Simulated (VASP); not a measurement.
# SnTe (F-43m) in VASP: settings compared, part 2 of 2

VASP 6.6.1. The steps go on from the part before.

## 3. Single point, r2SCAN, collinear spin, zero start

Input file POSCAR:

```
SnTe
1.0
    0.0000000000      3.5839840137      3.5839840137
    3.5839840137      0.0000000000      3.5839840137
    3.5839840137      3.5839840137      0.0000000000
Sn Te
1 1
Direct
    0.0000000000      0.0000000000      0.0000000000
    0.2500000000      0.2500000000      0.2500000000
```

Input file INCAR.step1:

```
SYSTEM = SnTe
PREC     = Accurate       ! precision mode
ENCUT    = 520            ! plane-wave cutoff, eV
ISMEAR   = -1             ! smearing method
SIGMA    = 0.02           ! smearing width, eV
LREAL    = .False.        ! projectors in reciprocal space
LASPH    = .True.         ! aspherical terms in the spheres
NELM     = 150            ! most SCF steps
ISPIN    = 2              ! spin polarisation
MAGMOM   = 0 0            ! initial moments
NBANDS   = 21             ! bands
GGA      = PE             ! functional
ALGO     = Normal         ! electronic algorithm
EDIFF    = 1E-4           ! SCF threshold, eV
LWAVE    = .True.         ! write WAVECAR
LCHARG   = .False.        ! write CHGCAR
```

Input file INCAR.step2:

```
SYSTEM = SnTe
PREC     = Accurate       ! precision mode
ENCUT    = 520            ! plane-wave cutoff, eV
EDIFF    = 1E-6           ! SCF threshold, eV
ISMEAR   = -1             ! smearing method
SIGMA    = 0.02           ! smearing width, eV
LREAL    = .False.        ! projectors in reciprocal space
LASPH    = .True.         ! aspherical terms in the spheres
NELM     = 150            ! most SCF steps
ALGO     = Normal         ! electronic algorithm
ISIF     = 2              ! what is computed and relaxed
LWAVE    = .False.        ! write WAVECAR
LCHARG   = .True.         ! write CHGCAR
ISPIN    = 2              ! spin polarisation
MAGMOM   = 0 0            ! initial moments
LORBIT   = 11             ! projections on sites
METAGGA  = R2SCAN         ! meta-GGA
LMIXTAU  = .True.       
LELF     = .True.         ! ELF
LVHAR    = .True.       
NBANDS   = 21             ! bands
ISTART   = 1
```

Input file KPOINTS:

```
regular mesh
0
Gamma
  4 4 4
  0 0 0
```

Potentials or basis: VASP PAW PBE potentials, release 64 (Sn_d, Te).

The run is started by

```
cat potpaw_PBE.64/Sn_d/POTCAR potpaw_PBE.64/Te/POTCAR > POTCAR
cp INCAR.step1 INCAR
mpirun -np 1 vasp_std > vasp.out
cp INCAR.step2 INCAR
mpirun -np 1 vasp_std > vasp.out
```

OUTCAR:

```text
SYSTEM = SnTe
   PREC = Accurate
   ENCUT = 520
   EDIFF = 1E-6
   ISMEAR = -1
   LREAL = .False.
   LASPH = .True.
   NELM = 150
   ISIF = 2
   ISPIN = 2
   LORBIT = 11
   METAGGA = R2SCAN
   ISTART = 1

 ion  position               nearest neighbor table
   1  0.000  0.000  0.000-   2 3.10   2 3.10   2 3.10   2 3.10
   2  0.250  0.250  0.250-   1 3.10   1 3.10   1 3.10   1 3.10

  LATTYP: Found a face centered cubic cell.
 ALAT       =     7.1679680274

  Lattice vectors:

 A1 = (   0.0000000000,   3.5839840137,   3.5839840137)
 A2 = (   3.5839840137,   0.0000000000,   3.5839840137)
 A3 = (   3.5839840137,   3.5839840137,   0.0000000000)

Analysis of symmetry for initial positions (statically):
=====================================================================
 Subroutine PRICEL returns:
 Original cell was already a primitive cell.

 Routine SETGRP: Setting up the symmetry group for a
 face centered cubic supercell.

 Subroutine GETGRP returns: Found 24 space group operations
[... 372 lines left out ...]
      3     -19.2679      1.00000
      4     -19.2532      1.00000
      5     -19.2532      1.00000
      6      -8.9141      1.00000
[... 181 lines left out ...]
     20      14.8837      0.00000
     21      14.8953      0.00000

------------------------ aborting loop because EDIFF is reached ----------------------------------------

  FORCE on cell =-STRESS in cart. coord.  units (eV):
  Direction    XX          YY          ZZ          XY          YZ          ZX
  --------------------------------------------------------------------------------------
  -------------------------------------------------------------------------------------
  Total       -0.1106084     -0.1106084     -0.1106084     -0.0000000      0.0000000      0.0000000
  in kB       -1.9247332     -1.9247332     -1.9247332     -0.0000000      0.0000000      0.0000000
  external PRESSURE =      -1.9247332 kB  Pullay stress =       0.0000000 kB

 VOLUME and BASIS-vectors are now :
 -----------------------------------------------------------------------------
  energy-cutoff  :      520.00
  volume of cell :       92.07
      direct lattice vectors                 reciprocal lattice vectors
     0.000000000  3.583984014  3.583984014    -0.139509551  0.139509551  0.139509551
     3.583984014  0.000000000  3.583984014     0.139509551 -0.139509551  0.139509551
     3.583984014  3.583984014  0.000000000     0.139509551  0.139509551 -0.139509551

 POSITION                                       TOTAL-FORCE (eV/Angst)
 -----------------------------------------------------------------------------------
      0.00000      0.00000      0.00000        -0.000000      0.000000     -0.000000
      1.79199      1.79199      1.79199         0.000000     -0.000000      0.000000
 -----------------------------------------------------------------------------------
    total drift:                                0.000002      0.000002      0.000002

  FREE ENERGIE OF THE ION-ELECTRON SYSTEM (eV)
  ---------------------------------------------------
  free  energy   TOTEN  =       -50.0794096113 eV

  energy  without entropy=      -50.0777255977  energy(sigma->0) =      -50.07856760

 total charge

# of ion       s       p       d       tot
------------------------------------------
    1        1.376   0.719   9.956  12.051
    2        1.394   1.988   0.018   3.400
--------------------------------------------------
tot          2.769   2.707   9.975  15.451

 magnetization (x)

# of ion       s       p       d       tot
------------------------------------------
    1       -0.000  -0.000  -0.000  -0.000
    2       -0.000  -0.000  -0.000  -0.000
--------------------------------------------------
tot         -0.000  -0.000  -0.000  -0.000
```

OSZICAR.step1:

```text
N       E                     dE             d eps       ncg     rms          rms(c)
DAV:   1     0.136951227960E+03    0.13695E+03   -0.87607E+03   700   0.950E+02
DAV:   2     0.817334991446E+01   -0.12878E+03   -0.12332E+03   705   0.288E+02
DAV:   3    -0.663482821630E+01   -0.14808E+02   -0.14666E+02   788   0.819E+01
DAV:   4    -0.718680550420E+01   -0.55198E+00   -0.55154E+00   812   0.168E+01
DAV:   5    -0.720928818486E+01   -0.22483E-01   -0.22481E-01   903   0.331E+00    0.449E+00
DAV:   6    -0.707358466781E+01    0.13570E+00   -0.30656E-01   907   0.222E+00    0.302E+00
DAV:   7    -0.707336841845E+01    0.21625E-03   -0.69076E-02   792   0.873E-01    0.132E+00
DAV:   8    -0.707590052204E+01   -0.25321E-02   -0.24549E-02   825   0.715E-01    0.339E-01
DAV:   9    -0.707368588082E+01    0.22146E-02   -0.98367E-03   871   0.437E-01    0.110E-01
DAV:  10    -0.707394693045E+01   -0.26105E-03   -0.79742E-04   747   0.115E-01    0.903E-02
DAV:  11    -0.707414485107E+01   -0.19792E-03   -0.30863E-04   689   0.662E-02    0.519E-02
DAV:  12    -0.707415365564E+01   -0.88046E-05   -0.95333E-05   599   0.358E-02
   1 F= -.70741537E+01 E0= -.70725730E+01  d E =-.316132E-02  mag=    -0.0000
```

Wall time 5 min (1 thread of AMD EPYC 7R13 (Zen 3), shared host); peak memory 0.28 GiB.

What came out:

- Free energy: -50.0794 eV
- Pressure: -0.2 GPa
- Band gap on the k mesh: 0.09 eV (least direct gap 0.87 eV)
- Net moment: 0.00 μB per cell
- Valence electrons inside the program's atomic spheres: Sn 12.05; Te 3.40

Levels at points of the mesh, in eV from the valence-band top:
Spin up:
| k point | band 7 | band 8 | band 9 | band 10 | band 11 | band 12 | band 13 | band 14 |
| --- | --- | --- | --- | --- | --- | --- | --- | --- |
| (0.00, 0.00, 0.00) | -5.21 | -2.24 | -2.24 | -2.24 | 1.01 | 1.01 | 1.01 | 4.23 |
| (0.50, 0.00, 0.00) | -7.40 | -2.81 | -2.81 | -2.18 | 1.86 | 1.86 | 3.65 | 5.83 |
| (0.50, 0.50, 0.00) | -7.80 | -3.51 | -3.51 | -0.78 | 0.09 | 4.15 | 4.15 | 5.69 |
Spin down:
```csv
k point,band 8,band 9,band 10,band 11,band 12,band 13
"(0.00, 0.00, 0.00)",-2.24,-2.24,-2.24,1.01,1.01,1.01
"(0.50, 0.00, 0.00)",-2.81,-2.81,-2.18,1.86,1.86,3.65
"(0.50, 0.50, 0.00)",-3.51,-3.51,-0.78,0.09,4.15,4.15
```

Caveat: the PAW data sets were made with another functional, which shifts forces and pressure a little; spin-orbit coupling is left out, which moves the levels of the heavy elements.

## 4. Single point, PBE-based screened hybrid with 30 % exact exchange

POSCAR is that of step 3.

Input file INCAR.step1:

```
PREC = Accurate ; ENCUT = 520
EDIFF = 1E-5 ; ISMEAR = -1
SIGMA = 0.02 ; LREAL = F
LASPH = T ; NELM = 100
ALGO = Normal ; ISIF = 2
LWAVE = T ; LCHARG = F
GGA = PE ; NBANDS = 17
```

Input file INCAR.step2:

```
PREC = Accurate ; ENCUT = 520
EDIFF = 1E-6 ; ISMEAR = -1
SIGMA = 0.02 ; LREAL = F
LASPH = T ; NELM = 100
ALGO = Normal ; ISIF = 2
LWAVE = F ; LCHARG = F
GGA = PE ; LHFCALC = T
AEXX = 0.3 ; HFSCREEN = 0.1
PRECFOCK = Normal ; ISTART = 1
NBANDS = 17
```

Input file KPOINTS:

```
regular mesh
0
Gamma
  4 4 4
```

The run is started by

```
cat potpaw_PBE.64/Sn_d/POTCAR potpaw_PBE.64/Te/POTCAR > POTCAR
cp INCAR.step1 INCAR
mpirun -np 1 vasp_std > vasp.out
cp INCAR.step2 INCAR
mpirun -np 1 vasp_std > vasp.out
```

Wall time 31 min (1 thread of AMD EPYC 7R13 (Zen 3), shared host); peak memory 0.33 GiB.

It converged, with:

```
Free energy            : -9.3187 eV
Pressure               : -0.3 GPa
Band gap on the k mesh : 0.65 eV (least direct gap 1.51 eV)
```

Levels at points of the mesh, in eV from the valence-band top:
```
           k point  band 7  band 8  band 9  band 10  band 11  band 12  band 13  band 14
(0.00, 0.00, 0.00)   -5.77   -2.48   -2.48    -2.48     1.68     1.68     1.68     4.86
(0.50, 0.00, 0.00)   -8.16   -3.11   -3.11    -2.40     2.57     2.57     4.44     6.47
(0.50, 0.50, 0.00)   -8.59   -3.88   -3.88    -0.87     0.65     5.05     5.05     6.36
```

Caveat: the PAW data sets were made with another functional, which shifts forces and pressure a little; spin-orbit coupling is left out, which moves the levels of the heavy elements.

## 5. Summary

| level | spin | smearing | grid for exact exchange (PRECFOCK) | share of exact exchange | screening parameter | gap on the mesh (eV) | pressure (GPa) |
| --- | --- | --- | --- | --- | --- | --- | --- |
| r2SCAN | off | fermi-dirac 0.001 eV | - | - | - | 0.09 | -0.1 |
| r2SCAN | collinear, zero start | fermi-dirac 0.02 eV | - | - | - | 0.09 | -0.2 |
| PBE-based screened hybrid with 30 % exact exchange | off | fermi-dirac 0.02 eV | Normal | 0.3 | 0.1 1/Å | 0.65 | -0.3 |

Alike in all rows: task single point; potentials or basis VASP PAW PBE potentials, release 64 (Sn_d, Te); cell as given; k mesh 4 × 4 × 4; cutoff (eV) 520.

On the cell as given the gap runs from 0.09 eV (r2SCAN) to 0.65 eV (PBE-based screened hybrid with 30 % exact exchange).

Caveats: the PAW data sets were made with another functional, which shifts forces and pressure a little; spin-orbit coupling is left out, which moves the levels of the heavy elements.

Total energies depend on the potentials used, so only differences within one code and one set of settings carry meaning.
